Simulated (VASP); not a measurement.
Write the native input for VASP 6.6.1 that does the following.

- Task: single point
- Functional: LDA
- Potentials or basis: VASP PAW LDA potentials, release 64 (Mo_sv, Si)
- Cutoff: 520 eV
- k mesh: 15 × 15 × 15
- Occupations: fermi-dirac, width 0.05 eV
- Spin: no spin polarisation
- Dipole correction: no
- Further INCAR settings: ALGO = Normal; EDIFF = 1e-06; NBANDS = 18

The structure of Si2Mo (MoSi2 type) lies in POSCAR:

```
Si2Mo
1.0
   -1.4086871119      1.4086871119      3.5538985893
    1.4086871119     -1.4086871119      3.5538985893
    1.4086871119      1.4086871119     -3.5538985893
Mo Si
1 2
Direct
    0.0000000000      0.0000000000      0.0000000000
    0.3312701483      0.3312701483      0.0000000000
   -0.3312701483     -0.3312701483      0.0000000000
```

This cell differs from its parent crystal: volume scaled by 0.72.

One way to write it, as run:

INCAR

```
SYSTEM = Si2Mo
  PREC = Accurate
  ENCUT = 520
  EDIFF = 1E-6
  ISMEAR = -1
  SIGMA = 0.05
  LREAL = .False.
  LASPH = .True.
  NELM = 60
  ALGO = Normal
  ISIF = 2
  LWAVE = .False.
  LCHARG = .False.
  NBANDS = 18
```

KPOINTS

```
Automatic mesh
0
Gamma
  15 15 15
  0 0 0
```

Potentials or basis: VASP PAW LDA potentials, release 64 (Mo_sv, Si).

Launch:

```sh
$ cat potpaw_LDA.64/Mo_sv/POTCAR potpaw_LDA.64/Si/POTCAR > POTCAR
$ mpirun -np 1 vasp_std > vasp.out
```

It gave:

The pressure is 150.2 GPa. The largest force is 0.029 eV/Å and the band gap on the k mesh is zero (band 11 reaches 19.38 eV, above the bottom of band 12 at 17.93 eV).

Run time: 120 s on 1 thread of Intel(R) Xeon(R) 6975P-C (Granite Rapids), with other jobs on the host, peak memory 0.26 GiB.
